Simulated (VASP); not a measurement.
Input of a VASP 6.6.1 run:

Contents of POSCAR:

```
MoS2
1.0
    1.5787528700      2.7344764700      0.0000000000
   -1.5787528700      2.7344764700      0.0000000000
    0.0000000000      0.0000000000     12.4476728900
Mo S
2 4
Direct
    0.3333300000      0.3333400000      0.2500000000
    0.6666600000      0.6666700000      0.7500000000
    0.3333300000      0.3333400000      0.6210000000
    0.6666600000      0.6666700000      0.1210000000
    0.3333300000      0.3333400000      0.8790000000
    0.6666700000      0.6666700000      0.3790000000
```

The input INCAR.step1:

```
ALGO = Normal
EDIFF = 1E-4
ENCUT = 520
GGA = PE
ISMEAR = -1
LASPH = T
LCHARG = F
LREAL = F
LWAVE = T
NBANDS = 35
NELM = 100
PREC = Accurate
SIGMA = 0.1
```

INCAR.step2

```
ALGO = Normal
EDIFF = 1E-7
ENCUT = 520
ISIF = 2
ISMEAR = -1
ISTART = 1
LASPH = T
LCHARG = F
LMIXTAU = T
LREAL = F
LWAVE = F
METAGGA = R2SCAN
NBANDS = 35
NELM = 100
PREC = Accurate
SIGMA = 0.1
```

File KPOINTS:

```
k-points
0
Gamma
  7 7 2
```

Potentials or basis: VASP PAW PBE potentials, release 64 (Mo_sv, S).

Command:

```bash
$ cat potpaw_PBE.64/Mo_sv/POTCAR potpaw_PBE.64/S/POTCAR > POTCAR
$ cp INCAR.step1 INCAR
$ mpirun -np 1 vasp_std > vasp.out
$ cp INCAR.step2 INCAR
$ mpirun -np 1 vasp_std > vasp.out
```

(1) What does it give for the pressure?

(2) What does it give for the band gap on the k mesh?

Answers

(1) -2.0 GPa.

(2) 1.14 eV, indirect (least direct gap 2.16 eV).

Caveat: the PAW data sets were made with another functional, which shifts forces and pressure a little.
